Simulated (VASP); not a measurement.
# Si4N in VASP: a series of runs

The runs below take Si4N through single point, with PBE+D3(BJ).

Program: VASP 6.6.1. These are calculated values, not measurements. Logs are shortened: lines on timing, memory, paths and dates and some standing lists are left out, and cuts for length are marked.

## Step 1: The cell of the first run

The cell holds a slab with vacuum, 5 atoms: a = 3.833 Å, b = 3.833 Å, c = 21.103 Å, α = 90.00°, β = 90.00°, γ = 90.00°.

## Step 2: Single point, PBE+D3(BJ), collinear spin, ferromagnetic start

Contents of INCAR:

```
ALGO = Normal
DIPOL = 0.5 0.5 0.335
EDIFF = 1E-7
ENCUT = 520
GGA = PE
IDIPOL = 3
ISIF = 2
ISMEAR = 0
ISPIN = 2
IVDW = 12
LASPH = True
LCHARG = True
LDIPOL = True
LELF = True
LORBIT = 11
LREAL = False
LVACPOTAV = True
LVHAR = True
LWAVE = False
MAGMOM = 0 0 0 0 3
NBANDS = 22
NELM = 150
PREC = Accurate
SIGMA = 0.05
```

Contents of KPOINTS:

```
k-points
0
Gamma
  7 7 1
```

Contents of POSCAR:

```
Si4N
1.0
    3.8333442755      0.0000000000      0.0000000000
    0.0000000000      3.8333442755      0.0000000000
    0.0000000000      0.0000000000     21.1034818114
Si N
4 1
Direct
    0.0000000000      0.5000000000      0.1895421825
    0.0000000000      0.0000000000      0.2537634269
    0.5000000000      0.0000000000      0.3207061922
    0.5000000000      0.5000000000      0.3839879070
    0.7500000000      0.7500000000      0.5261445439
```

Potentials or basis: VASP PAW PBE potentials, release 64 (Si, N).

Launch:

```sh
$ cat potpaw_PBE.64/Si/POTCAR potpaw_PBE.64/N/POTCAR > POTCAR
$ mpirun -np 1 vasp_std > vasp.out
```

OUTCAR:

```text
EDIFF = 1E-7
   ENCUT = 520
   GGA = PE
   ISIF = 2
   ISMEAR = 0
   ISPIN = 2
   IVDW = 12
   LASPH = True
   LORBIT = 11
   LREAL = False
   NELM = 150
   PREC = Accurate
 IVDW          = 12

 ion  position               nearest neighbor table
   1  0.000  0.500  0.190-   2 2.35   2 2.35
   2  0.000  0.000  0.254-   1 2.35   1 2.35   3 2.38   3 2.38
   3  0.500  0.000  0.321-   4 2.34   4 2.34   2 2.38   2 2.38
   4  0.500  0.500  0.384-   3 2.34   3 2.34
   5  0.750  0.750  0.526-

  LATTYP: Found a simple tetragonal cell.
 ALAT       =     3.8333442755
 C/A-ratio  =     5.5052404101

  Lattice vectors:

 A1 = (   3.8333442755,   0.0000000000,   0.0000000000)
 A2 = (   0.0000000000,   3.8333442755,   0.0000000000)
 A3 = (   0.0000000000,   0.0000000000,  21.1034818114)

Analysis of symmetry for initial positions (statically):
=====================================================================
 Subroutine PRICEL returns:
 Original cell was already a primitive cell.

 Routine SETGRP: Setting up the symmetry group for a
 simple tetragonal supercell.

 Subroutine GETGRP returns: Found  1 space group operations
 (whereof  1 operations were pure point group operations)
 out of a pool of 16 trial point group operations.

The static configuration has the point symmetry C_1 .

Analysis of symmetry for dynamics (positions and initial velocities):
=====================================================================
 Subroutine PRICEL returns:
 Original cell was already a primitive cell.

 Routine SETGRP: Setting up the symmetry group for a
 simple tetragonal supercell.

 Subroutine GETGRP returns: Found  1 space group operations
 (whereof  1 operations were pure point group operations)
 out of a pool of 16 trial point group operations.

The dynamic configuration has the point symmetry C_1 .

Analysis of structural, dynamic, and magnetic symmetry:
=====================================================================
 Subroutine PRICEL returns:
 Original cell was already a primitive cell.

 Routine SETGRP: Setting up the symmetry group for a
 simple tetragonal supercell.

 Subroutine GETGRP returns: Found  1 space group operations
 (whereof  1 operations were pure point group operations)
 out of a pool of 16 trial point group operations.

The overall configuration has the point symmetry C_1 .

 Subroutine INISYM returns: Found  1 space group operations
 (whereof  1 operations are pure point group operations),
 and found     1 'primitive' translations

----------------------------------------------------------------------------------------

                                     Primitive cell

  volume of cell :     310.1057

  direct lattice vectors                    reciprocal lattice vectors
     3.833344276  0.000000000  0.000000000     0.260868821  0.000000000  0.000000000
     0.000000000  3.833344276  0.000000000     0.000000000  0.260868821  0.000000000
     0.000000000  0.000000000 21.103481811     0.000000000  0.000000000  0.047385546

  length of vectors
     3.833344276  3.833344276 21.103481811     0.260868821  0.260868821  0.047385546

  position of ions in fractional coordinates (direct lattice)
     0.000000000  0.500000000  0.189542182
     0.000000000  0.000000000  0.253763427
     0.500000000  0.000000000  0.320706192
     0.500000000  0.500000000  0.383987907
     0.750000000  0.750000000  0.526144544

  ion indices of the primitive-cell ions
   primitive index   ion index
                 1           1
                 2           2
                 3           3
                 4           4
                 5           5

----------------------------------------------------------------------------------------

 KPOINTS: k-points

Automatic generation of k-mesh.
 Grid dimensions read from file:
 generate k-points for:    7    7    1

 Generating k-lattice:

  Cartesian coordinates                     Fractional coordinates (reciprocal lattice)
[... 39 lines left out ...]
  0.285714  0.428571  0.000000      2.000000
  0.428571  0.428571  0.000000      2.000000
   k-points           NKPTS =     25   k-points in BZ     NKDIM =     25   number of bands    NBANDS=     22
   number of dos      NEDOS =    301   number of ions     NIONS =      5
   total plane-waves  NPLWV = 144000
   dimension x,y,z NGX =    30 NGY =   30 NGZ =  160
   dimension x,y,z NGXF=    60 NGYF=   60 NGZF=  320
   ions per type =               4   1
   NGX,Y,Z   is equivalent  to a cutoff of  13.01, 13.01, 12.60 a.u.
   NGXF,Y,Z  is equivalent  to a cutoff of  26.02, 26.02, 25.21 a.u.
 SYSTEM =  unknown system
   PREC   = accura    normal or accurate (medium, high low for compatibility)
   ISTART =      0    job   : 0-new  1-cont  2-samecut
   ICHARG =      2    charge: 1-file 2-atom 10-const
   ISPIN  =      2    spin polarized calculation?
   LNONCOLLINEAR =      F non collinear calculations
   LSORBIT =      F    spin-orbit coupling
   LASPH  =      T    aspherical Exc in radial PAW
   ENCUT  =  520.0 eV  38.22 Ry    6.18 a.u.   7.13  7.13 39.24*2*pi/ulx,y,z
   NELM   =    150;   NELMIN=  2; NELMDL= -5     # of ELM steps
   EDIFF  = 0.1E-06   stopping-criterion for ELM
   LREAL  =      F    real-space projection
   EDIFFG = 0.1E-05   stopping-criterion for IOM
   NSW    =      0    number of steps for IOM
   IBRION =     -1    ionic relax: 0-MD 1-quasi-New 2-CG
   NFREE  =      0    steps in history (QN), initial steepest desc. (CG)
   ISIF   =      2    stress and relaxation
   ISYM   =      2    0-nonsym 1-usesym 2-fastsym
   POTIM  = 0.5000    time-step for ionic-motion
   TEBEG  =    0.0;   TEEND  =   0.0 temperature during run
   PSTRESS=    0.0 pullay stress
   NELECT =      21.0000    total number of electrons
   NUPDOWN=      -1.0000    fix difference up-down
   EMIN   =  10.00;   EMAX   =-10.00  energy-range for DOS
   EFERMI =   0.00;   METHOD = LEGACY
   ISMEAR =     0;   SIGMA  =   0.05  broadening in eV -4-tet -1-fermi 0-gaus
   EFERMI_NEDOS =   21; number of points for ismear=-14 and -15
   IALGO  =     38    algorithm
   IMIX   =      4    mixing-type and parameters
     AMIX     =   0.40;   BMIX     =  1.00
     AMIX_MAG =   1.60;   BMIX_MAG =  1.00
  volume/ion in A,a.u.               =      62.02       418.54
  Fermi-wavevector in a.u.,A,eV,Ry     =   0.667285  1.260986  6.058256  0.445269
  Thomas-Fermi vector in A             =   1.741845
   LORBIT       =     11    0 simple, 1 ext, 2 COOP (PROOUT), +10 PAW based schemes
   GGA     = PE    functional components
   LHFCALC =     F    Hartree Fock is set to
   AEXX    =    0.0000 exact exchange contribution
   IVDW    =    12    specifies the selected vdW correction
   LEPSILON=     F    determine dielectric tensor
   LRPA    =     F    only Hartree local field effects (RPA)
 spin polarized calculation
 Gauss-broadening in eV      SIGMA  =   0.05
  energy-cutoff  :      520.00
  volume of cell :      310.11
 maximum number of plane-waves:      8388
 NGX is ok and might be reduce to    30
   NGX = 15   NGY = 15   NGZ = 79

 dipolmoment           0.000000      0.000000     -0.000340 electrons x Angstroem

 number of electron      21.0000001 magnetization       2.6431605

 dipolmoment           0.000000      0.000000      0.047291 electrons x Angstroem

 Free energy of the ion-electron system (eV)
  ---------------------------------------------------
  ext. energy  EPLUGINS =         0.00000000
  ---------------------------------------------------
  free energy    TOTEN  =       -21.28709221 eV

  energy without entropy =      -21.28441501  energy(sigma->0) =      -21.28575361

 E-fermi :  -2.4216     XC(G=0):  -3.8865

 val. band max:       -2.4440654591   @ k =  -0.2857   0.2857   0.0000
 cond. band min:      -2.3580402845   @ k =  -0.1429   0.4286   0.0000
 fundamental gap:      0.0860251746
 Fermi energy:        -2.4215697116

 spin component 1

 k-point     1 :       0.0000    0.0000    0.0000
  band No.  band energies     occupation
      1     -16.4416      1.00000
      2     -13.2570      1.00000
      3     -11.1054      1.00000
      4      -7.7942      1.00000
      5      -5.0322      1.00000
      6      -4.6109      1.00000
[... 589 lines left out ...]
     21       5.3091      0.00000
     22       6.0229      0.00000

 [... further k-points ...]

 spin component 2

 k-point     1 :       0.0000    0.0000    0.0000
  band No.  band energies     occupation
      1     -13.2980      1.00000
      2     -12.1107      1.00000
      3     -11.1484      1.00000
      4      -7.8414      1.00000
      5      -4.3514      1.00000
      6      -4.1276      1.00000
[... 589 lines left out ...]
     21       5.3625      0.00000
     22       6.1384      0.00000

 [... further k-points ...]

------------------------ aborting loop because EDIFF is reached ----------------------------------------

 Edisp (eV)   -0.99209

 E8    (eV) :    -0.4218

  FORCE on cell =-STRESS in cart. coord.  units (eV):
  Direction    XX          YY          ZZ          XY          YZ          ZX
  --------------------------------------------------------------------------------------
  -------------------------------------------------------------------------------------
  Total      -3.92248    -1.16953    -1.30954    -0.06480    -0.22208    -0.22937
  in kB     -20.26572    -6.04244    -6.76583    -0.33477    -1.14738    -1.18507
  external pressure =      -11.02 kB  Pullay stress =        0.00 kB

 VOLUME and BASIS-vectors are now :
 -----------------------------------------------------------------------------
  energy-cutoff  :      520.00
  volume of cell :      310.11
      direct lattice vectors                 reciprocal lattice vectors
     3.833344276  0.000000000  0.000000000     0.260868821  0.000000000  0.000000000
     0.000000000  3.833344276  0.000000000     0.000000000  0.260868821  0.000000000
     0.000000000  0.000000000 21.103481811     0.000000000  0.000000000  0.047385546

 POSITION                                       TOTAL-FORCE (eV/Angst)
 -----------------------------------------------------------------------------------
      0.00000      1.91667      4.00000         0.006494      0.009591      0.074562
      0.00000      0.00000      5.35529        -0.009330      0.006832      0.042075
      1.91667      0.00000      6.76802         0.044205     -0.028650     -0.000209
      1.91667      1.91667      8.10348         0.015110      0.079712      0.169590
      2.87501      2.87501     11.10348        -0.056480     -0.067486     -0.286018
 -----------------------------------------------------------------------------------
    total drift:                               -0.000041      0.000044      0.000118

  FREE ENERGIE OF THE ION-ELECTRON SYSTEM (eV)
  ---------------------------------------------------
  free  energy   TOTEN  =       -22.2791818788 eV

  energy  without entropy=      -22.2765046754  energy(sigma->0) =      -22.27784328

 vacuum level on the upper side and lower side of the slab         3.517         2.934

 total charge

# of ion       s       p       d       tot
------------------------------------------
    1        0.863   0.721   0.000   1.584
    2        0.776   0.894   0.000   1.669
    3        0.775   0.897   0.000   1.672
    4        0.858   0.720   0.000   1.578
    5        1.363   1.911   0.000   3.275
--------------------------------------------------
tot          4.636   5.143   0.000   9.779

 magnetization (x)

# of ion       s       p       d       tot
------------------------------------------
    1        0.001  -0.011   0.000  -0.010
    2        0.000  -0.012   0.000  -0.012
    3        0.003  -0.013   0.000  -0.010
    4       -0.002  -0.052   0.000  -0.054
    5        0.038   1.846   0.000   1.884
--------------------------------------------------
tot          0.040   1.757   0.000   1.797
```

It took 18 min on 1 thread of AMD EPYC 7R13, shared host; peak memory 0.6 GiB.

Results:

```yaml
Free_energy: -22.2792 eV
Largest_force: 0.299 eV/Å
Net_moment: 2.64 μB per cell
Site_moments: Si -0.01, -0.05 (each value once); N +1.88 μB
Valence_electrons_inside_the_program's_atomic_spheres: Si 1.58, 1.67 (each value once); N 3.27
Dispersion_energy_per_atom: -0.198 eV
```

Forces on the atoms (eV/Å):
```
Si   0.006  0.010  0.075
Si  -0.009  0.007  0.042
Si   0.044 -0.029  0.000
Si   0.015  0.080  0.170
N   -0.056 -0.067 -0.286
```

Levels at points of the mesh, in eV from the Fermi level:
Spin up:
| k point | band 10 | band 11 | band 12 | band 13 | band 14 | band 15 |
| --- | --- | --- | --- | --- | --- | --- |
| (0.00, 0.00, 0.00) | -1.32 | -0.51 | 0.63 | 1.39 | 1.89 | 2.04 |
Spin down:
| k point | band 6 | band 7 | band 8 | band 9 | band 10 | band 11 | band 12 | band 13 |
| --- | --- | --- | --- | --- | --- | --- | --- | --- |
| (0.00, 0.00, 0.00) | -1.71 | -1.67 | -0.55 | 0.23 | 1.33 | 1.60 | 1.84 | 1.96 |

[end of part 1 of 2]
